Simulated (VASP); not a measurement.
Set up this calculation in VASP 6.6.1, as the native input.

```
Task                   : relaxation of cell and atoms
Functional             : PBE
Potentials or basis    : VASP PAW PBE potentials, release 64 (La, Ta_pv, Tl_d)
Cutoff                 : 600 eV
k mesh                 : 8 × 8 × 8
Occupations            : gaussian, width 0.1 eV
Spin                   : no spin polarisation
Dipole correction      : no
Further INCAR settings : ALGO = Fast; EDIFF = 1e-06; IBRION = 2; EDIFFG = -0.01; NSW = 100; ISIF = 3
```

The structure of LaTaTl3 lies in POSCAR:

```
LaTaTl3
1.0
    5.4379695100      0.0000000000      0.0000000000
    0.0000000000      5.4379695100      0.0000000000
    0.0000000000      0.0000000000      5.4379695100
La Ta Tl
1 1 3
Direct
    0.5000000000      0.5000000000      0.5000000000
    0.0000000000      0.0000000000      0.0000000000
    0.5000000000      0.0000000000      0.0000000000
    0.0000000000      0.5000000000      0.0000000000
    0.0000000000      0.0000000000      0.5000000000
```

The cell was generated, and may not be a known phase.

These files were run (other wordings do the same):

INCAR

```
SYSTEM = LaTaTl3
PREC = Accurate
ENCUT = 600
EDIFF = 1E-6
ISMEAR = 0
SIGMA = 0.1
LREAL = .False.
LASPH = .True.
NELM = 60
ALGO = Fast
ISIF = 3
LWAVE = .False.
LCHARG = .False.
GGA = PE
IBRION = 2
NSW = 100
EDIFFG = -0.01
```

KPOINTS

```
regular mesh
0
Gamma
  8 8 8
  0 0 0
```

Potentials or basis: VASP PAW PBE potentials, release 64 (La, Ta_pv, Tl_d).

Run with:

```console
$ cat potpaw_PBE.64/La/POTCAR potpaw_PBE.64/Ta_pv/POTCAR potpaw_PBE.64/Tl_d/POTCAR > POTCAR
$ mpirun -np 1 vasp_std > vasp.out
```

It gave:

The relaxed volume is 31.69 Å³/atom. The relaxed cell is a = 5.411 Å, b = 5.411 Å, c = 5.411 Å, α = 90.00°, β = 90.00°, γ = 90.00°. The space group after relaxing (to 0.1 Å) is Pm-3m (No. 221), the energy gained by relaxing is 1.2 meV/atom and the ionic steps are 3. The pressure after relaxing is 0.0 GPa and the band gap on the k mesh is zero (an odd number of electrons rules out a gap without spin polarisation).

Caveat: spin-orbit coupling is left out, which moves the levels of the heavy elements.

Run time: 19 min on 1 thread of Intel(R) Xeon(R) Platinum 8488C (Sapphire Rapids) (shared host), peak memory 0.53 GiB.
